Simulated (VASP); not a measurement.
## InGaTe3: relaxation of cell and atoms with PBE

Crystal: InGaTe3.

```
In Ga Te
1.0
     5.74155    0.00000    0.00000
     0.00000    5.74155    0.00000
     0.00000    0.00000    5.74155
In Ga Te
1 1 3
Cartesian
  0.0000 0.0000 0.0000
  2.8708 2.8708 2.8708
  2.8708 0.0000 0.0000
  0.0000 2.8708 0.0000
  0.0000 0.0000 2.8708
```

The cell was built from a structure type or drawn by symmetry, and may not be a known phase.

* Program: VASP 6.6.1
* Task: relaxation of cell and atoms
* Functional: PBE
* Potentials or basis: VASP PAW PBE potentials, release 64 (In_d, Ga_d, Te)
* Cutoff: 600 eV
* k mesh: 8 × 8 × 8
* Occupations: gaussian, width 0.1 eV
* Spin: no spin polarisation
* Dipole correction: no
* Further INCAR settings: ALGO = Normal; EDIFF = 1e-06; IBRION = 2; EDIFFG = -0.01; NSW = 100; ISIF = 3

```yaml
Relaxed_volume: 37.63 Å³/atom
Relaxed_cell: a = 5.730 Å, b = 5.730 Å, c = 5.730 Å, α = 90.00°, β = 90.00°, γ = 90.00°
Space_group_after_relaxing_to_0.1_Å: Pm-3m (No. 221)
Energy_gained_by_relaxing: 0.1 meV/atom
Ionic_steps: 2
Pressure_after_relaxing: 0.0 GPa
Band_gap_on_the_k_mesh: zero (bands 22 and 23 overlap by 1.13 eV)
```

Step by step:
```csv
step,energy change (eV),largest force (eV/Å),pressure (GPa),volume (Å³)
1,0.0000,0.0000,-0.17,189.27
2,-0.0006,0.0000,-0.01,188.17
```

Final structure:
```
In Ga Te
1.0
     5.73043    0.00000    0.00000
     0.00000    5.73043    0.00000
     0.00000    0.00000    5.73043
In Ga Te
1 1 3
Cartesian
  0.0000 0.0000 0.0000
  2.8652 2.8652 2.8652
  2.8652 0.0000 0.0000
  0.0000 2.8652 0.0000
  0.0000 0.0000 2.8652
```

Levels at points of the mesh, in eV from the Fermi level:
```csv
k point,band 19,band 20,band 21,band 22,band 23,band 24,band 25,band 26
"(0.00, 0.00, 0.00)",-0.46,-0.46,-0.46,-0.42,-0.42,-0.42,3.34,3.34
"(0.50, 0.00, 0.00)",-1.24,-0.97,-0.84,-0.28,-0.28,1.32,2.56,2.72
"(0.50, 0.50, 0.00)",-1.48,-1.03,-1.03,0.01,0.68,1.84,2.61,2.61
"(0.50, 0.50, 0.50)",0.04,0.04,0.71,0.71,0.71,3.04,3.04,3.04
```

Run time: 7.8 min on 1 thread of Intel Xeon 8259CL, on a shared host, peak memory 0.51 GiB.

Caveat: spin-orbit coupling is left out, which moves the levels of the heavy elements.
